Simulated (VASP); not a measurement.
# Ge (Cmmm) in VASP: further runs

Runs on Ge. Level: PBE. Tasks: single point.

All numbers are computed with VASP 6.6.1; they aren't measurements. Logs are shortened: lines on timing, memory, paths and dates and some standing lists are left out, and cuts for length are marked.

### 1 The cell of the first run

The structure is orthorhombic, space group Cmmm (No. 65). The conventional cell has a = 2.794 Å, b = 5.201 Å, c = 2.698 Å, α = 90.00°, β = 90.00°, γ = 90.00°. Ge (site symmetry mmm) has 8 Ge at 2.70 to 2.95 Å within 3.6 Å.

### 2 Single point, PBE

Contents of INCAR:

```
PREC     = Accurate       # precision mode
ENCUT    = 520            # plane-wave cutoff, eV
EDIFF    = 1E-7           # SCF threshold, eV
ISMEAR   = 1              # smearing method
SIGMA    = 0.1            # smearing width, eV
LREAL    = F              # projectors in reciprocal space
LASPH    = T              # aspherical terms in the spheres
NELM     = 100            # most SCF steps
ALGO     = Normal         # electronic algorithm
ISIF     = 2              # what is computed and relaxed
LWAVE    = F              # write WAVECAR
LCHARG   = T              # write CHGCAR
GGA      = PE             # functional
LELF     = T              # ELF
LVHAR    = T            
NBANDS   = 13             # bands
```

Contents of KPOINTS:

```
regular mesh
0
Gamma
  9 9 9
```

Contents of POSCAR:

```
Ge
1.0
    1.3971000000     -2.6005000000      0.0000000000
    1.3971000000      2.6005000000      0.0000000000
    0.0000000000      0.0000000000      2.6982000000
Ge
1
Direct
    0.5000000000      0.5000000000      0.0000000000
```

Potentials or basis: VASP PAW PBE potentials, release 64 (Ge_d).

The run is started by

```console
$ cat potpaw_PBE.64/Ge_d/POTCAR > POTCAR
$ mpirun -np 1 vasp_std > vasp.out
```

OUTCAR:

```text
PREC = Accurate
   ENCUT = 520
   EDIFF = 1E-7
   ISMEAR = 1
   LREAL = F
   LASPH = T
   NELM = 100
   ISIF = 2
   GGA = PE

 ion  position               nearest neighbor table
   1  0.500  0.500  0.000-

  LATTYP: Found a base centered orthorhombic cell.
 ALAT       =     2.7942000000
 B/A-ratio  =     1.8613556653
 C/A-ratio  =     0.9656431179

  Lattice vectors:

 A1 = (   1.3971000000,  -2.6005000000,   0.0000000000)
 A2 = (   1.3971000000,   2.6005000000,   0.0000000000)
 A3 = (   0.0000000000,   0.0000000000,   2.6982000000)

Analysis of symmetry for initial positions (statically):
=====================================================================
 Subroutine PRICEL returns:
 Original cell was already a primitive cell.

 Routine SETGRP: Setting up the symmetry group for a
 base centered orthorhombic supercell.

 Subroutine GETGRP returns: Found  8 space group operations
 (whereof  8 operations were pure point group operations)
 out of a pool of  8 trial point group operations.

The static configuration has the point symmetry D_2h.

Analysis of symmetry for dynamics (positions and initial velocities):
=====================================================================
 Subroutine PRICEL returns:
 Original cell was already a primitive cell.

 Routine SETGRP: Setting up the symmetry group for a
 base centered orthorhombic supercell.

 Subroutine GETGRP returns: Found  8 space group operations
 (whereof  8 operations were pure point group operations)
 out of a pool of  8 trial point group operations.

The dynamic configuration has the point symmetry D_2h.

 Subroutine INISYM returns: Found  8 space group operations
 (whereof  8 operations are pure point group operations),
 and found     1 'primitive' translations

----------------------------------------------------------------------------------------

                                     Primitive cell

  volume of cell :      19.6060

  direct lattice vectors                    reciprocal lattice vectors
     1.397100000 -2.600500000  0.000000000     0.357884189 -0.192270717  0.000000000
     1.397100000  2.600500000  0.000000000     0.357884189  0.192270717  0.000000000
     0.000000000  0.000000000  2.698200000     0.000000000  0.000000000  0.370617449

  length of vectors
     2.952031277  2.952031277  2.698200000     0.406262380  0.406262380  0.370617449

  position of ions in fractional coordinates (direct lattice)
     0.500000000  0.500000000  0.000000000

  ion indices of the primitive-cell ions
   primitive index   ion index
                 1           1

----------------------------------------------------------------------------------------

 KPOINTS: regular mesh

Automatic generation of k-mesh.
 Grid dimensions read from file:
 generate k-points for:    9    9    9

 Generating k-lattice:

  Cartesian coordinates                     Fractional coordinates (reciprocal lattice)
     0.039764910 -0.021363413  0.000000000     0.111111111  0.000000000  0.000000000
     0.039764910  0.021363413  0.000000000     0.000000000  0.111111111  0.000000000
     0.000000000  0.000000000  0.041179717     0.000000000  0.000000000  0.111111111

  Length of vectors
     0.045140264  0.045140264  0.041179717

  Shift w.r.t. Gamma in fractional coordinates (k-lattice)
     0.000000000  0.000000000  0.000000000

 Subroutine IBZKPT returns following result:
 ===========================================

 Found    125 irreducible k-points:

 Following reciprocal coordinates:
            Coordinates               Weight
  0.000000  0.000000  0.000000      1.000000
  0.111111 -0.000000  0.000000      4.000000
  0.222222 -0.000000  0.000000      4.000000
  0.333333 -0.000000  0.000000      4.000000
  0.444444 -0.000000  0.000000      4.000000
  0.111111  0.111111  0.000000      2.000000
[... 16 lines left out ...]
 -0.333333  0.333333  0.000000      2.000000
  0.444444  0.444444  0.000000      2.000000
 [... further k-points ...]
   k-points           NKPTS =    125   k-points in BZ     NKDIM =    125   number of bands    NBANDS=     13
   number of dos      NEDOS =    301   number of ions     NIONS =      1
   total plane-waves  NPLWV =  11520
   dimension x,y,z NGX =    24 NGY =   24 NGZ =   20
   dimension x,y,z NGXF=    48 NGYF=   48 NGZF=   40
   ions per type =               1
   NGX,Y,Z   is equivalent  to a cutoff of  13.52, 13.52, 12.32 a.u.
   NGXF,Y,Z  is equivalent  to a cutoff of  27.03, 27.03, 24.65 a.u.
 SYSTEM =  unknown system
   PREC   = accura    normal or accurate (medium, high low for compatibility)
   ISTART =      0    job   : 0-new  1-cont  2-samecut
   ICHARG =      2    charge: 1-file 2-atom 10-const
   ISPIN  =      1    spin polarized calculation?
   LNONCOLLINEAR =      F non collinear calculations
   LSORBIT =      F    spin-orbit coupling
   LASPH  =      T    aspherical Exc in radial PAW
   ENCUT  =  520.0 eV  38.22 Ry    6.18 a.u.   5.49  5.49  5.02*2*pi/ulx,y,z
   NELM   =    100;   NELMIN=  2; NELMDL= -5     # of ELM steps
   EDIFF  = 0.1E-06   stopping-criterion for ELM
   LREAL  =      F    real-space projection
   EDIFFG = 0.1E-05   stopping-criterion for IOM
   NSW    =      0    number of steps for IOM
   IBRION =     -1    ionic relax: 0-MD 1-quasi-New 2-CG
   NFREE  =      0    steps in history (QN), initial steepest desc. (CG)
   ISIF   =      2    stress and relaxation
   ISYM   =      2    0-nonsym 1-usesym 2-fastsym
   POTIM  = 0.5000    time-step for ionic-motion
   TEBEG  =    0.0;   TEEND  =   0.0 temperature during run
   PSTRESS=    0.0 pullay stress
   NELECT =      14.0000    total number of electrons
   NUPDOWN=      -1.0000    fix difference up-down
   EMIN   =  10.00;   EMAX   =-10.00  energy-range for DOS
   EFERMI =   0.00;   METHOD = LEGACY
   ISMEAR =     1;   SIGMA  =   0.10  broadening in eV -4-tet -1-fermi 0-gaus
   EFERMI_NEDOS =   21; number of points for ismear=-14 and -15
   IALGO  =     38    algorithm
   IMIX   =      4    mixing-type and parameters
     AMIX     =   0.40;   BMIX     =  1.00
     AMIX_MAG =   1.60;   BMIX_MAG =  1.00
  volume/ion in A,a.u.               =      19.61       132.31
  Fermi-wavevector in a.u.,A,eV,Ry     =   1.463259  2.765159 29.131819  2.141128
  Thomas-Fermi vector in A             =   2.579375
   LORBIT       =      0    0 simple, 1 ext, 2 COOP (PROOUT), +10 PAW based schemes
   GGA     = PE    functional components
   LHFCALC =     F    Hartree Fock is set to
   AEXX    =    0.0000 exact exchange contribution
   IVDW    =     0    specifies the selected vdW correction
   LEPSILON=     F    determine dielectric tensor
   LRPA    =     F    only Hartree local field effects (RPA)
 non-spin polarized calculation
 Methfessel and Paxton  Order N= 1 SIGMA  =   0.10
  energy-cutoff  :      520.00
  volume of cell :       19.61
 maximum number of plane-waves:       540
 NGX is ok and might be reduce to    24
   NGX = 11   NGY = 11   NGZ = 11

 number of electron      14.0000003 magnetization

 Free energy of the ion-electron system (eV)
  ---------------------------------------------------
  ext. energy  EPLUGINS =         0.00000000
  ---------------------------------------------------
  free energy    TOTEN  =        -4.28027408 eV

  energy without entropy =       -4.28041034  energy(sigma->0) =       -4.28031950

 E-fermi :   6.2355     XC(G=0): -11.0380

 val. band max:        6.2159825896   @ k =  -0.3333   0.3333   0.3333
 cond. band min:       6.3638845134   @ k =   0.2222   0.1111   0.1111
 fundamental gap:      0.1479019238
 Fermi energy:         6.2355272081

 k-point     1 :       0.0000    0.0000    0.0000
  band No.  band energies     occupation
      1     -18.5333      2.00000
      2     -18.4618      2.00000
      3     -18.4115      2.00000
      4     -18.3151      2.00000
      5     -18.3019      2.00000
      6      -6.6450      2.00000
      7      12.8765      0.00000
      8      13.3604      0.00000
      9      14.8581      0.00000
     10      16.3704      0.00000
     11      18.7150      0.00000
     12      21.0874      0.00000
     13      21.2360      0.00000

 k-point     2 :       0.1111   -0.0000    0.0000
  band No.  band energies     occupation
      1     -18.5246      2.00000
      2     -18.4498      2.00000
      3     -18.4125      2.00000
      4     -18.3171      2.00000
      5     -18.3076      2.00000
      6      -6.3454      2.00000
      7      11.9838      0.00000
      8      12.9173      0.00000
      9      13.1668      0.00000
     10      16.8773      0.00000
     11      18.1062      0.00000
     12      20.3429      0.00000
     13      22.9137      0.00000

 k-point     3 :       0.2222   -0.0000    0.0000
  band No.  band energies     occupation
      1     -18.5077      2.00000
      2     -18.4354      2.00000
      3     -18.3941      2.00000
      4     -18.3271      2.00000
      5     -18.3169      2.00000
      6      -5.4490      2.00000
      7       8.2862      0.00000
      8      11.3844      0.00000
      9      14.0086      0.00000
     10      15.6617      0.00000
     11      18.2761      0.00000
     12      23.0859      0.00000
     13      26.2826      0.00000

 k-point     4 :       0.3333   -0.0000    0.0000
  band No.  band energies     occupation
      1     -18.5001      2.00000
      2     -18.4307      2.00000
      3     -18.3507      2.00000
      4     -18.3442      2.00000
      5     -18.3217      2.00000
      6      -3.9779      2.00000
      7       4.6144      2.00000
      8      10.3063      0.00000
      9      14.3974      0.00000
     10      15.2764      0.00000
     11      19.6411      0.00000
     12      25.7212      0.00000
     13      25.9651      0.00000

 k-point     5 :       0.4444   -0.0000    0.0000
  band No.  band energies     occupation
      1     -18.5023      2.00000
      2     -18.4235      2.00000
      3     -18.3558      2.00000
      4     -18.3244      2.00000
      5     -18.3198      2.00000
      6      -2.1224      2.00000
      7       1.6129      2.00000
      8       9.7408      0.00000
      9      13.7673      0.00000
     10      16.5157      0.00000
     11      21.5612      0.00000
     12      23.3972      0.00000
     13      23.9773      0.00000
[... 257 lines left out ...]
 k-point    22 :      -0.4444    0.3333    0.0000
  band No.  band energies     occupation
      1     -18.5093      2.00000
      2     -18.4330      2.00000
      3     -18.3489      2.00000
      4     -18.3438      2.00000
      5     -18.3138      2.00000
      6      -3.3310      2.00000
      7       2.5835      2.00000
      8       9.2593      0.00000
      9      15.6619      0.00000
     10      18.3309      0.00000
     11      20.5410      0.00000
     12      24.0541      0.00000
     13      24.5393      0.00000

 k-point    23 :      -0.3333    0.3333    0.0000
  band No.  band energies     occupation
      1     -18.5231      2.00000
      2     -18.4408      2.00000
      3     -18.3477      2.00000
      4     -18.3449      2.00000
      5     -18.3078      2.00000
      6      -4.3190      2.00000
      7       3.7904      2.00000
      8      12.0288      0.00000
      9      14.9152      0.00000
     10      15.8495      0.00000
     11      19.4874      0.00000
     12      25.0533      0.00000
     13      25.6295      0.00000

 k-point    24 :       0.4444    0.4444    0.0000
  band No.  band energies     occupation
      1     -18.5104      2.00000
      2     -18.4258      2.00000
      3     -18.3531      2.00000
      4     -18.3365      2.00000
      5     -18.3149      2.00000
      6      -2.2496      2.00000
      7       0.9797      2.00000
      8       8.9835      0.00000
      9      16.2580      0.00000
     10      18.1828      0.00000
     11      22.1807      0.00000
     12      22.6246      0.00000
     13      22.9598      0.00000

 [... further k-points ...]

------------------------ aborting loop because EDIFF is reached ----------------------------------------

  FORCE on cell =-STRESS in cart. coord.  units (eV):
  Direction    XX          YY          ZZ          XY          YZ          ZX
  --------------------------------------------------------------------------------------
  -------------------------------------------------------------------------------------
  Total        0.1591851     -0.1503861     -0.2574578      0.0000000      0.0000000      0.0000000
  in kB       13.0084180    -12.2893738    -21.0391453      0.0000000      0.0000000      0.0000000
  external PRESSURE =      -6.7733670 kB  Pullay stress =       0.0000000 kB

 VOLUME and BASIS-vectors are now :
 -----------------------------------------------------------------------------
  energy-cutoff  :      520.00
  volume of cell :       19.61
      direct lattice vectors                 reciprocal lattice vectors
     1.397100000 -2.600500000  0.000000000     0.357884189 -0.192270717  0.000000000
     1.397100000  2.600500000  0.000000000     0.357884189  0.192270717  0.000000000
     0.000000000  0.000000000  2.698200000     0.000000000  0.000000000  0.370617449

 POSITION                                       TOTAL-FORCE (eV/Angst)
 -----------------------------------------------------------------------------------
      1.39710      0.00000      0.00000         0.000000      0.000000      0.000000
 -----------------------------------------------------------------------------------
    total drift:                               -0.000000     -0.000000     -0.000000

  FREE ENERGIE OF THE ION-ELECTRON SYSTEM (eV)
  ---------------------------------------------------
  free  energy   TOTEN  =        -4.2802740799 eV

  energy  without entropy=       -4.2804103419  energy(sigma->0) =       -4.28031950
```

Run time: 34 s. Hardware: 1 thread of Intel Xeon 8259CL, shared host; peak memory 0.15 GiB.

What came out:

- Free energy: -4.2803 eV
- Pressure: -0.7 GPa
- Band gap on the k mesh: zero (bands 7 and 8 overlap by 9.84 eV)

Stress tensor (GPa, compression positive):
```
 1.30  0.00  0.00
 0.00 -1.23  0.00
 0.00  0.00 -2.10
```

### 3 Single point, PBE

Contents of INCAR:

```
SYSTEM = Ge
PREC = Accurate
ENCUT = 520
EDIFF = 1E-6
ISMEAR = 1
SIGMA = 0.1
LREAL = .FALSE.
LASPH = .TRUE.
NELM = 60
ALGO = Normal
ISIF = 2
LWAVE = .FALSE.
LCHARG = .TRUE.
GGA = PE
LELF = .TRUE.
LVHAR = .TRUE.
NBANDS = 13
```

Contents of KPOINTS:

```
regular mesh
0
G
  9 9 9
  0 0 0
```

POSCAR is that of step 2.

Potentials or basis: VASP PAW PBE potentials, release 64 (Ge_d).

The run is started by

```console
$ cat potpaw_PBE.64/Ge_d/POTCAR > POTCAR
$ mpirun -np 1 vasp_std > vasp.out
```

Run time: 31 s. Hardware: 1 thread of Intel Xeon 8259CL, shared host; peak memory 0.15 GiB.

It converged, with:

| Item | Value |
| --- | --- |
| Free energy | -4.2803 eV |
| Pressure | -0.8 GPa |
| Band gap on the k mesh | zero (bands 7 and 8 overlap by 9.84 eV) |

Stress tensor (GPa, compression positive):
```
 1.17  0.00  0.00
 0.00 -1.36  0.00
 0.00  0.00 -2.25
```

Levels at points of the mesh, in eV from the Fermi level:
```csv
k point,band 3,band 4,band 5,band 6,band 7,band 8,band 9,band 10,band 11,band 12
"(0.00, 0.00, 0.00)",-24.65,-24.55,-24.54,-12.88,6.64,7.12,8.62,10.13,12.48,14.85
```
